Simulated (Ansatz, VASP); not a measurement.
**One calculation of TiO2, two programs**

File INCAR:

```
SYSTEM = TiO2
ALGO = Normal
EDIFF = 1E-7
ENCUT = 520
GGA = PE
ISIF = 2
ISMEAR = 0
LASPH = .True.
LCHARG = .False.
LDAU = .True.
LDAUJ = 0 0
LDAUL = 2 -1
LDAUPRINT = 1
LDAUTYPE = 2
LDAUU = 4 0
LMAXMIX = 4
LREAL = .False.
LWAVE = .False.
NBANDS = 33
NELM = 150
PREC = Accurate
SIGMA = 0.05
```

File KPOINTS:

```
k-points
0
Gamma
  8 8 8
  0 0 0
```

Contents of POSCAR:

```
TiO2
1.0
   -1.9089353641      1.9089353641      4.8883612609
    1.9089353641     -1.9089353641      4.8883612609
    1.9089353641      1.9089353641     -4.8883612609
Ti O
2 4
Direct
    0.0000000000      0.0000000000      0.0000000000
    0.7500000000      0.2500000000      0.5000000000
    0.2854594486      0.2247657160      0.0606937326
    0.9552765759      0.4552765759      0.5000000000
    0.5447234241      0.0447234241      0.5000000000
    0.7947234241      0.7947234241      0.0000000000
```

Input for Ansatz:

```yaml
crystal:
  lattice:
    - [-1.9089353641, 1.9089353641, 4.8883612609]
    - [1.9089353641, -1.9089353641, 4.8883612609]
    - [1.9089353641, 1.9089353641, -4.8883612609]
  atoms:
    - { symbol: Ti, position: [0.0, 0.0, 0.0] }
    - { symbol: Ti, position: [0.75, 0.25, 0.5] }
    - { symbol: O, position: [0.2854594486, 0.224765716, 0.0606937326] }
    - { symbol: O, position: [0.9552765759, 0.4552765759, 0.5] }
    - { symbol: O, position: [0.5447234241, 0.0447234241, 0.5] }
    - { symbol: O, position: [0.7947234241, 0.7947234241, 0.0] }
basis:
  ecutwfc: 420
kpoints:
  mp_grid: { grid: [8, 8, 8] }
hamiltonian:
  xc: pbe
  hubbard: { sites: [{ species: Ti, l: d, u_eff: 4.0 }] }
scf:
  occupations: { method: gaussian, width: 0.05 }
output:
  forces: true
  stress: true
  eigenvalues: true
  write_density: true
  write_potential: true
  elf: true
  volumetric_format: npy
```

Alike in both runs: task single point; functional PBE; k mesh 8 × 8 × 8; occupations gaussian, width 0.05 eV; no spin polarisation; Hubbard terms Ti d U = 4.0 eV.

|  | VASP | Ansatz |
| --- | --- | --- |
| version | VASP 6.6.1 | Ansatz 0.2.0 |
| potentials or method | VASP PAW PBE potentials, release 64 (Ti_sv, O), cutoff 520 eV | scalar-relativistic, plane waves, PAW |
| valence electrons in the cell | 48 | 48 |

```tsv
	VASP	Ansatz	Ansatz less VASP
gap on the k mesh at the Fermi level (eV)	2.52	2.46	-0.064
least direct gap on the mesh (eV)	2.91	2.83	-0.079
pressure (GPa)	8.0	3.6	-4.34
traceless stress, the component that is largest in VASP (GPa)	8.66	7.11	-1.547
rms of the force components (eV/Å)	1.601	1.321	-0.2796
```

The programs project onto different local orbitals, so the same U acts differently, and such runs can settle in different states. Atom by atom the forces differ by 0.339 eV/Å (rms over components).
